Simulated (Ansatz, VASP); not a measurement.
BN in VASP and in Ansatz

```
N B
1.0
     2.52465    0.00000    0.00000
    -1.25497    2.19064    0.00000
    -0.63484   -1.09532    3.04256
N B
1 1
Direct
  0.66851 0.33238 0.98500
  0.97964 0.98350 0.00181
```

Change from the starting cell: volume scaled by 1.02.

Alike in both runs: task single point; functional PBEsol; k mesh 13 × 13 × 9; occupations fermi-dirac, width 0.05 eV; no spin polarisation.

|  | VASP | Ansatz |
| --- | --- | --- |
| version | VASP 6.6.1 | Ansatz 0.2.0 |
| potentials or method | VASP PAW PBE potentials, release 64 (N, B), cutoff 520 eV | all-electron LAPW, scalar-relativistic |

VASP gave:

| Quantity | Value |
| --- | --- |
| gap on the k mesh at the Fermi level (eV) | 2.72 |
| least direct gap on the mesh (eV) | 4.42 |
| pressure (GPa) | -3.3 |
| traceless stress, the component that is largest in VASP (GPa) | -9.28 |
| rms of the force components (eV/Å) | 1.512 |

Q: Which values does Ansatz return?

A: gap on the k mesh at the Fermi level (eV): 2.72; least direct gap on the mesh (eV): 4.43; pressure (GPa): -3.6; traceless stress, the component that is largest in VASP (GPa): -9.43; rms of the force components (eV/Å): 1.512.

VASP's potentials were made for PBE, not for PBEsol. Atom by atom the forces differ by 0.001 eV/Å (rms over components). Ansatz ran all-electron here, and VASP with PAW potentials.
